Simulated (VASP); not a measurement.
Set up this calculation in VASP 6.6.1, as the native input.

```yaml
Task: single point
Functional: PBE
Potentials_or_basis: VASP PAW PBE potentials, release 64 (Ta_pv, N)
Cutoff: 520 eV
k_mesh: 6 × 6 × 4
Occupations: gaussian, width 0.1 eV
Spin: collinear spin, ferromagnetic start
Starting_moments: "[1.0, 1.0, 0.0, 0.0] μB"
Dipole_correction: no
Further_INCAR_settings: ALGO = Normal; EDIFF = 1e-06; NBANDS = 28
```

The structure of TaN lies in POSCAR:

```
TaN
1.0
    3.1514111810      0.0000000000      0.0000000000
   -1.5757055905      2.7292021405      0.0000000000
    0.0000000000      0.0000000000      6.1029218168
Ta N
2 2
Direct
    0.3333333333      0.6666666667      0.0306213540
    0.6666666667      0.3333333333      0.5306213540
    0.3333333333      0.6666666667      0.3543786360
    0.6666666667      0.3333333333      0.8543786360
```

The input as run:

INCAR

```
ALGO = Normal
EDIFF = 1E-6
ENCUT = 520
GGA = PE
ISIF = 2
ISMEAR = 0
ISPIN = 2
LASPH = T
LCHARG = F
LMAXMIX = 4
LORBIT = 11
LREAL = F
LWAVE = F
MAGMOM = 1 1 0 0
NBANDS = 28
NELM = 150
PREC = Accurate
SIGMA = 0.1
```

KPOINTS

```
k-points
0
Gamma
  6 6 4
```

Potentials or basis: VASP PAW PBE potentials, release 64 (Ta_pv, N).

Run with:

```bash
$ cat potpaw_PBE.64/Ta_pv/POTCAR potpaw_PBE.64/N/POTCAR > POTCAR
$ mpirun -np 1 vasp_std > vasp.out
```

Results of the run:

| Item | Value |
| --- | --- |
| Pressure | 0.6 GPa |
| Largest force | 0.030 eV/Å |
| Band gap on the k mesh | zero (filled and empty bands overlap) |
| Net moment | 0.00 μB per cell |
| Valence electrons inside the program's atomic spheres | Ta 8.93; N 3.77 |

Caveat: the k points lie up to 0.38 Å⁻¹ apart; spin-orbit coupling is left out, which moves the levels of the heavy elements.

Wall time 97 s on 1 thread of AMD EPYC 7R13, with other jobs on the host, peak memory 0.18 GiB.
